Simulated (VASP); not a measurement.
Set up this calculation in VASP 6.6.1, as the native input.

```
Task                   : single point
Functional             : PBE
Potentials or basis    : VASP PAW PBE potentials, release 64 (Fe)
Cutoff                 : 520 eV
k mesh                 : 11 × 11 × 15
Occupations            : fermi-dirac, width 0.1 eV
Spin                   : collinear spin, ferromagnetic start
Starting moments       : [2.5, 2.5, 2.5] μB
Dipole correction      : no
Further INCAR settings : ALGO = Normal; EDIFF = 1e-06; NBANDS = 23
```

The structure of Fe lies in POSCAR:

```
Fe
1.0
    0.0000000000      2.8313533229     -2.8313533229
   -2.8313533229      0.0000000000      2.8313533229
    1.4156766615      1.4156766615      1.4156766615
Fe
3
Direct
    0.0000000000      0.0000000000      0.0000000000
    0.3333333330      0.6666666670      0.3333333330
    0.6666666670      0.3333333330      0.6666666670
```

One way to write it, as run:

INCAR

```
SYSTEM = Fe
  ALGO = Normal
  EDIFF = 1E-6
  ENCUT = 520
  GGA = PE
  ISIF = 2
  ISMEAR = -1
  ISPIN = 2
  LASPH = .True.
  LCHARG = .False.
  LMAXMIX = 4
  LORBIT = 11
  LREAL = .False.
  LWAVE = .False.
  MAGMOM = 2.5 2.5 2.5
  NBANDS = 23
  NELM = 150
  PREC = Accurate
  SIGMA = 0.1
```

KPOINTS

```
k-points
0
Gamma
  11 11 15
  0 0 0
```

Potentials or basis: VASP PAW PBE potentials, release 64 (Fe).

The run is started by

```bash
$ cat potpaw_PBE.64/Fe/POTCAR > POTCAR
$ mpirun -np 1 vasp_std > vasp.out
```

Results of the run:

```json
{
  "Pressure": "0.0 GPa",
  "Net moment": "6.55 μB per cell",
  "Site moments": "Fe +2.18 μB",
  "Valence electrons inside the program's atomic spheres": "Fe 7.27"
}
```

It took 2.8 min on 1 thread of Intel(R) Xeon(R) Platinum 8375C CPU @ 2.90GHz (Ice Lake) (shared host), peak memory 0.31 GiB.
